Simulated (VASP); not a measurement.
The system is Ni.

```
CELL_PARAMETERS angstrom
0.00000 1.86099 1.86099
1.86099 0.00000 1.86099
1.86099 1.86099 0.00000
ATOMIC_POSITIONS crystal
Ni 0.00000 0.00000 0.00000
```

```yaml
Program: VASP 6.6.1
Task: relaxation of cell and atoms
Functional: PBE
Potentials_or_basis: VASP PAW PBE potentials, release 64 (Ni)
Cutoff: 600 eV
k_mesh: 8 × 8 × 8
Occupations: gaussian, width 0.1 eV
Spin: collinear spin, ferromagnetic start
Starting_moments: "[0.82] μB"
```

At the start: pressure -21.8 GPa; volume 12.89 Å³/atom.

Task: How do energy, volume and symmetry change on relaxing?

Result: Over 3 steps the energy falls by 160.6 meV/atom and the volume is 10.92 Å³/atom (-15.3 %); space group Fm-3m (No. 225, to 0.05 Å); moment 0.70 μB per cell.

The path:
```csv
step,energy change (eV),largest force (eV/Å),pressure (GPa),volume (Å³)
1,0.0000,0.0000,-21.80,12.89
2,-0.0903,0.0000,24.49,9.89
3,-0.1606,0.0000,-0.29,10.92
```

Final structure:
```xyz
1
Lattice="0.0000 1.7607 1.7607 1.7607 0.0000 1.7607 1.7607 1.7607 0.0000" Properties=species:S:1:pos:R:3 pbc="T T T"
Ni    0.0000    0.0000    0.0000
```

Caveat: the k points lie up to 0.39 Å⁻¹ apart in the final cell; the volume moved by over 15 % at a fixed basis, so the end points are rough.
